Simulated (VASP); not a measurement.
# PbS (Galena) (Fm-3m) in VASP: a series of runs

PbS (Galena) is run at these levels: RPBE+D4, revPBE+D3(BJ), revPBE+D4; tasks: relaxation of cell and atoms.

Program: VASP 6.6.1. These are calculated values, not measurements. Logs are shortened: lines on timing, memory, paths and dates and some standing lists are left out, and cuts for length are marked.

**1. The cell of the first run**

Symmetry: Fm-3m, No. 225, cubic system. The conventional cell has a = 5.931 Å, b = 5.931 Å, c = 5.931 Å, α = 90.00°, β = 90.00°, γ = 90.00°. Pb (site symmetry m-3m) has 6 S at 2.97 Å within 3.9 Å. S (site symmetry m-3m) has 6 Pb at 2.97 Å within 3.9 Å.

**2. Relaxation of cell and atoms, RPBE+D4**

INCAR

```
PREC = Accurate ; ENCUT = 600
EDIFF = 1E-6 ; ISMEAR = -1
SIGMA = 0.05 ; LREAL = False
LASPH = True ; NELM = 60
ALGO = Normal ; ISIF = 3
LWAVE = False ; LCHARG = False
GGA = RP ; IVDW = 13
IBRION = 2 ; NSW = 60
EDIFFG = -0.01
```

KPOINTS

```
Automatic mesh
0
Gamma
  8 8 8
```

POSCAR

```
PbS
1.0
    0.0000000000      2.9657500000      2.9657500000
    2.9657500000      0.0000000000      2.9657500000
    2.9657500000      2.9657500000      0.0000000000
Pb S
1 1
Direct
    0.0000000000      0.0000000000      0.0000000000
    0.5000000000      0.5000000000      0.5000000000
```

Potentials or basis: VASP PAW PBE potentials, release 64 (Pb_d, S).

On the command line:

```sh
cat potpaw_PBE.64/Pb_d/POTCAR potpaw_PBE.64/S/POTCAR > POTCAR
mpirun -np 1 vasp_std > vasp.out
```

OUTCAR:

```text
PREC = Accurate
   ENCUT = 600
   EDIFF = 1E-6
   ISMEAR = -1
   LREAL = False
   LASPH = True
   NELM = 60
   ISIF = 3
   GGA = RP
   IVDW = 13
   IBRION = 2
   NSW = 60
   EDIFFG = -0.01

 ion  position               nearest neighbor table
   1  0.000  0.000  0.000-   2 2.97   2 2.97   2 2.97   2 2.97   2 2.97   2 2.97
   2  0.500  0.500  0.500-   1 2.97   1 2.97   1 2.97   1 2.97   1 2.97   1 2.97

  LATTYP: Found a face centered cubic cell.
 ALAT       =     5.9315000000

  Lattice vectors:

 A1 = (   0.0000000000,   2.9657500000,   2.9657500000)
 A2 = (   2.9657500000,   0.0000000000,   2.9657500000)
 A3 = (   2.9657500000,   2.9657500000,   0.0000000000)

Analysis of symmetry for initial positions (statically):
=====================================================================
 Subroutine PRICEL returns:
 Original cell was already a primitive cell.

 Routine SETGRP: Setting up the symmetry group for a
 face centered cubic supercell.

 Subroutine GETGRP returns: Found 48 space group operations
[... 9 lines left out ...]

 Routine SETGRP: Setting up the symmetry group for a
 face centered cubic supercell.

 Subroutine GETGRP returns: Found 48 space group operations
[... 11 lines left out ...]
                                     Primitive cell

  volume of cell :      52.1715

  direct lattice vectors                    reciprocal lattice vectors
     0.000000000  2.965750000  2.965750000    -0.168591419  0.168591419  0.168591419
     2.965750000  0.000000000  2.965750000     0.168591419 -0.168591419  0.168591419
     2.965750000  2.965750000  0.000000000     0.168591419  0.168591419 -0.168591419

  length of vectors
     4.194203873  4.194203873  4.194203873     0.292008903  0.292008903  0.292008903

  position of ions in fractional coordinates (direct lattice)
     0.000000000  0.000000000  0.000000000
     0.500000000  0.500000000  0.500000000

  ion indices of the primitive-cell ions
   primitive index   ion index
                 1           1
                 2           2

----------------------------------------------------------------------------------------

 KPOINTS: Automatic mesh

Automatic generation of k-mesh.
 Grid dimensions read from file:
 generate k-points for:    8    8    8

 Generating k-lattice:

  Cartesian coordinates                     Fractional coordinates (reciprocal lattice)
    -0.021073927  0.021073927  0.021073927     0.125000000  0.000000000  0.000000000
     0.021073927 -0.021073927  0.021073927     0.000000000  0.125000000  0.000000000
     0.021073927  0.021073927 -0.021073927     0.000000000  0.000000000  0.125000000

  Length of vectors
     0.036501113  0.036501113  0.036501113

  Shift w.r.t. Gamma in fractional coordinates (k-lattice)
[... 49 lines left out ...]
   LASPH  =      T    aspherical Exc in radial PAW
   ENCUT  =  600.0 eV  44.10 Ry    6.64 a.u.   8.38  8.38  8.38*2*pi/ulx,y,z
   NELM   =     60;   NELMIN=  2; NELMDL= -5     # of ELM steps
   EDIFF  = 0.1E-05   stopping-criterion for ELM
   LREAL  =      F    real-space projection
   EDIFFG = -.1E-01   stopping-criterion for IOM
   NSW    =     60    number of steps for IOM
   IBRION =      2    ionic relax: 0-MD 1-quasi-New 2-CG
   NFREE  =      1    steps in history (QN), initial steepest desc. (CG)
   ISIF   =      3    stress and relaxation
   ISYM   =      2    0-nonsym 1-usesym 2-fastsym
   POTIM  = 0.5000    time-step for ionic-motion
   TEBEG  =    0.0;   TEEND  =   0.0 temperature during run
   PSTRESS=    0.0 pullay stress
   NELECT =      20.0000    total number of electrons
   NUPDOWN=      -1.0000    fix difference up-down
   EMIN   =  10.00;   EMAX   =-10.00  energy-range for DOS
   EFERMI =   0.00;   METHOD = LEGACY
   ISMEAR =    -1;   SIGMA  =   0.05  broadening in eV -4-tet -1-fermi 0-gaus
   EFERMI_NEDOS =   21; number of points for ismear=-14 and -15
   IALGO  =     38    algorithm
   IMIX   =      4    mixing-type and parameters
     AMIX     =   0.40;   BMIX     =  1.00
     AMIX_MAG =   1.60;   BMIX_MAG =  1.00
  volume/ion in A,a.u.               =      26.09       176.04
  Fermi-wavevector in a.u.,A,eV,Ry     =   1.189251  2.247359 19.242973  1.414319
  Thomas-Fermi vector in A             =   2.325363
   LORBIT       =      0    0 simple, 1 ext, 2 COOP (PROOUT), +10 PAW based schemes
   GGA     = RP    functional components
   LHFCALC =     F    Hartree Fock is set to
   AEXX    =    0.0000 exact exchange contribution
   IVDW    =    13    specifies the selected vdW correction
   LEPSILON=     F    determine dielectric tensor
   LRPA    =     F    only Hartree local field effects (RPA)
 conjugate gradient relaxation of ions
 non-spin polarized calculation
  energy-cutoff  :      600.00
  volume of cell :       52.17
 maximum number of plane-waves:      1807
 NGX is ok and might be reduce to    36
   NGX = 17   NGY = 17   NGZ = 17

--------------------------------------- Ionic step        1  -------------------------------------------

 number of electron      20.0000002 magnetization

 Free energy of the ion-electron system (eV)
  ---------------------------------------------------
  ext. energy  EPLUGINS =         0.00000000
  ---------------------------------------------------
  free energy    TOTEN  =        -8.06045298 eV

  energy without entropy =       -8.06036651  energy(sigma->0) =       -8.06040974

------------------------ aborting loop because EDIFF is reached ----------------------------------------

  DFT-D4 for vdW energy calculation

  Edisp (eV):   -1.42521
[... 71 lines left out ...]
--------------------------------------- Ionic step        3  -------------------------------------------

 number of electron      20.0000002 magnetization

 Free energy of the ion-electron system (eV)
  ---------------------------------------------------
  ext. energy  EPLUGINS =         0.00000000
  ---------------------------------------------------
  free energy    TOTEN  =        -8.06645486 eV

  energy without entropy =       -8.06637980  energy(sigma->0) =       -8.06641733

 E-fermi :   6.1207     XC(G=0):  -9.4936

 val. band max:        5.8814754999   @ k =   0.5000   0.0000   0.0000
 cond. band min:       6.3598283923   @ k =   0.5000   0.0000   0.0000
 fundamental gap:      0.4783528924
 Fermi energy:         6.1206564108

 k-point     1 :       0.0000    0.0000    0.0000
  band No.  band energies     occupation
      1     -11.0053      2.00000
      2     -11.0053      2.00000
      3     -11.0053      2.00000
      4     -10.9841      2.00000
      5     -10.9841      2.00000
      6      -7.6639      2.00000
      7      -0.1223      2.00000
      8       3.7237      2.00000
      9       3.7237      2.00000
     10       3.7237      2.00000
     11      11.1423      0.00000
     12      11.1423      0.00000
     13      11.1423      0.00000
     14      12.6686      0.00000
[... 377 lines left out ...]
      1     -11.0510      2.00000
      2     -11.0030      2.00000
      3     -10.9883      2.00000
      4     -10.9768      2.00000
      5     -10.9564      2.00000
      6      -6.2268      2.00000
      7      -2.5405      2.00000
      8       2.4908      2.00000
      9       2.9076      2.00000
     10       4.8959      2.00000
     11       7.5225      0.00000
     12       9.3362      0.00000
     13       9.9541      0.00000
     14      13.9747      0.00000

 [... further k-points ...]

------------------------ aborting loop because EDIFF is reached ----------------------------------------

  DFT-D4 for vdW energy calculation

  Edisp (eV):   -1.41939
[... 25 lines left out ...]
  FREE ENERGIE OF THE ION-ELECTRON SYSTEM (eV)
  ---------------------------------------------------
  free  energy   TOTEN  =        -9.4858484150 eV

  energy  without entropy=       -9.4857733553  energy(sigma->0) =       -9.48581089

 reached required accuracy - stopping structural energy minimisation
```

CONTCAR:

```text
PbS
   1.00000000000000
     0.0000000000000000    2.9702912073655003    2.9702912073655003
     2.9702912073655003    0.0000000000000000    2.9702912073655003
     2.9702912073655003    2.9702912073655003    0.0000000000000000
  Pb              S
     1     1
Direct
     0.0000000000000000    0.0000000000000000    0.0000000000000000
     0.5000000000000000    0.5000000000000000    0.5000000000000000

  0.00000000E+00  0.00000000E+00  0.00000000E+00
  0.00000000E+00  0.00000000E+00  0.00000000E+00
```

Wall time 84 s (1 thread of Intel Xeon 6975P-C, shared host); peak memory 0.22 GiB.

Results:

```
Free energy                            : -9.4858 eV
Relaxed volume                         : 26.21 Å³/atom
Relaxed cell                           : a = 4.201 Å, b = 4.201 Å, c = 4.201 Å, α = 60.00°, β = 60.00°, γ = 60.00°
Space group after relaxing (to 0.05 Å) : Fm-3m (No. 225)
Energy gained by relaxing              : 0.1 meV/atom
Ionic steps                            : 3
Pressure after relaxing                : 0.0 GPa
Band gap on the k mesh                 : 0.48 eV, direct
Dispersion energy per atom             : -0.710 eV
```

Step by step:
```
step  energy change (eV)  largest force (eV/Å)  pressure (GPa)  volume (Å³)
   1              0.0000                0.0000            0.26        52.17
   2             -0.0002                0.0000           -0.08        52.49
   3             -0.0002                0.0000            0.00        52.41
```

Final structure:
```
Pb S
1.0
     0.00000    2.97029    2.97029
     2.97029    0.00000    2.97029
     2.97029    2.97029    0.00000
Pb S
1 1
Direct
  0.00000 0.00000 0.00000
  0.50000 0.50000 0.50000
```

Levels at points of the mesh, in eV from the valence-band top:
```csv
k point,band 7,band 8,band 9,band 10,band 11,band 12,band 13,band 14
"(0.00, 0.00, 0.00)",-6.00,-2.16,-2.16,-2.16,5.26,5.26,5.26,6.79
"(0.50, 0.00, 0.00)",-8.79,-1.77,-1.77,0.00,0.48,2.03,2.03,8.81
"(0.50, 0.50, 0.00)",-7.16,-5.12,-3.40,-3.40,3.99,5.63,5.73,5.73
```

Caveat: the PAW data sets were made with another functional, which shifts forces and pressure a little; spin-orbit coupling is left out, which moves the levels of the heavy elements. A k mesh can miss the band edges.

**3. Relaxation of cell and atoms, revPBE+D3(BJ)**

INCAR

```
PREC = Accurate
ENCUT = 600
EDIFF = 1E-6
ISMEAR = -1
SIGMA = 0.05
LREAL = F
LASPH = T
NELM = 100
ALGO = Normal
ISIF = 3
LWAVE = F
LCHARG = F
GGA = RE
IVDW = 12
IBRION = 2
NSW = 60
EDIFFG = -0.01
```

KPOINTS

```
regular mesh
0
Gamma
  8 8 8
```

POSCAR is that of step 2.

Potentials or basis: VASP PAW PBE potentials, release 64 (Pb_d, S).

On the command line:

```sh
cat potpaw_PBE.64/Pb_d/POTCAR potpaw_PBE.64/S/POTCAR > POTCAR
mpirun -np 1 vasp_std > vasp.out
```

It used 58 s of CPU time on 1 thread of Intel Xeon 6975P-C (shared host).

Results (log left out):

* Free energy: -9.4434 eV
* Relaxed volume: 25.88 Å³/atom
* Relaxed cell: a = 4.183 Å, b = 4.183 Å, c = 4.183 Å, α = 60.00°, β = 60.00°, γ = 60.00°
* Space group after relaxing (to 0.05 Å): Fm-3m (No. 225)
* Energy gained by relaxing: 0.3 meV/atom
* Ionic steps: 3
* Pressure after relaxing: 0.0 GPa
* Band gap on the k mesh: 0.40 eV, direct
* Dispersion energy per atom: -0.653 eV

Step by step:
| step | energy change (eV) | largest force (eV/Å) | pressure (GPa) | volume (Å³) |
| --- | --- | --- | --- | --- |
| 1 | 0.0000 | 0.0000 | -0.43 | 52.17 |
| 2 | -0.0005 | 0.0000 | 0.14 | 51.64 |
| 3 | -0.0006 | 0.0000 | 0.00 | 51.76 |

Final structure:
```cif
data_structure
_symmetry_space_group_name_H-M 'P 1'
_symmetry_Int_Tables_number 1
_cell_length_a 4.1833
_cell_length_b 4.1833
_cell_length_c 4.1833
_cell_angle_alpha 60.000
_cell_angle_beta 60.000
_cell_angle_gamma 60.000
_cell_volume 51.76
loop_
_atom_site_label
_atom_site_type_symbol
_atom_site_fract_x
_atom_site_fract_y
_atom_site_fract_z
_atom_site_occupancy
Pb1 Pb 0.00000 0.00000 0.00000 1
S1 S 0.50000 0.50000 0.50000 1
```

Levels at points of the mesh, in eV from the valence-band top:
```tsv
k point	band 8	band 9	band 10	band 11	band 12	band 13
(0.00, 0.00, 0.00)	-2.23	-2.23	-2.23	5.27	5.27	5.27
(0.50, 0.00, 0.00)	-1.84	-1.84	0.00	0.40	1.97	1.97
(0.50, 0.50, 0.00)	-5.25	-3.50	-3.50	3.89	5.64	5.74
```

Caveat: the PAW data sets were made with another functional, which shifts forces and pressure a little; spin-orbit coupling is left out, which moves the levels of the heavy elements. A k mesh can miss the band edges.

**4. Relaxation of cell and atoms, revPBE+D4**

INCAR

```
PREC = Accurate ; ENCUT = 600
EDIFF = 1E-6 ; ISMEAR = -1
SIGMA = 0.05 ; LREAL = F
LASPH = T ; NELM = 60
ALGO = Normal ; ISIF = 3
LWAVE = F ; LCHARG = F
GGA = RE ; IVDW = 13
IBRION = 2 ; NSW = 60
EDIFFG = -0.01
```

KPOINTS is that of step 3.

POSCAR is that of step 3.

On the command line:

```sh
cat potpaw_PBE.64/Pb_d/POTCAR potpaw_PBE.64/S/POTCAR > POTCAR
mpirun -np 1 vasp_std > vasp.out
```

It used 42 s of CPU time on 1 thread of Intel Xeon 6975P-C (shared host).

The run converged. Its results:

* Free energy: -9.3554 eV
* Relaxed volume: 26.20 Å³/atom
* Relaxed cell: a = 4.200 Å, b = 4.200 Å, c = 4.200 Å, α = 60.00°, β = 60.00°, γ = 60.00°
* Space group after relaxing (to 0.05 Å): Fm-3m (No. 225)
* Energy gained by relaxing: 0.0 meV/atom
* Ionic steps: 2
* Pressure after relaxing: -0.1 GPa
* Band gap on the k mesh: 0.45 eV, direct
* Dispersion energy per atom: -0.601 eV

Final structure:
```xyz
2
Lattice="0.0000 2.9700 2.9700 2.9700 0.0000 2.9700 2.9700 2.9700 0.0000" Properties=species:S:1:pos:R:3 pbc="T T T"
Pb    2.9700    5.9400    2.9700
S     2.9700    2.9700    2.9700
```

Levels at points of the mesh, in eV from the valence-band top:
```csv
k point,band 7,band 8,band 9,band 10,band 11,band 12,band 13,band 14
"(0.00, 0.00, 0.00)",-6.01,-2.16,-2.16,-2.16,5.25,5.25,5.25,6.77
"(0.50, 0.00, 0.00)",-8.80,-1.77,-1.77,0.00,0.45,2.01,2.01,8.77
"(0.50, 0.50, 0.00)",-7.17,-5.13,-3.41,-3.41,3.96,5.62,5.71,5.71
```

Caveat: the PAW data sets were made with another functional, which shifts forces and pressure a little; spin-orbit coupling is left out, which moves the levels of the heavy elements. A k mesh can miss the band edges.

**5. The runs side by side**

| level | gap on the mesh (eV) | pressure (GPa) | relaxed volume (Å³/atom) |
| --- | --- | --- | --- |
| RPBE+D4 | 0.48 | 0.0 | 26.21 |
| revPBE+D3(BJ) | 0.40 | 0.0 | 25.88 |
| revPBE+D4 | 0.45 | -0.1 | 26.20 |

Alike in all rows: task relaxation of cell and atoms; potentials or basis VASP PAW PBE potentials, release 64 (Pb_d, S); no spin polarisation; cell relaxed; k mesh 8 × 8 × 8; cutoff (eV) 600; smearing fermi-dirac 0.05 eV.

Caveats: the PAW data sets were made with another functional, which shifts forces and pressure a little; spin-orbit coupling is left out, which moves the levels of the heavy elements.

Absolute energies hang on the potentials; compare differences alone.
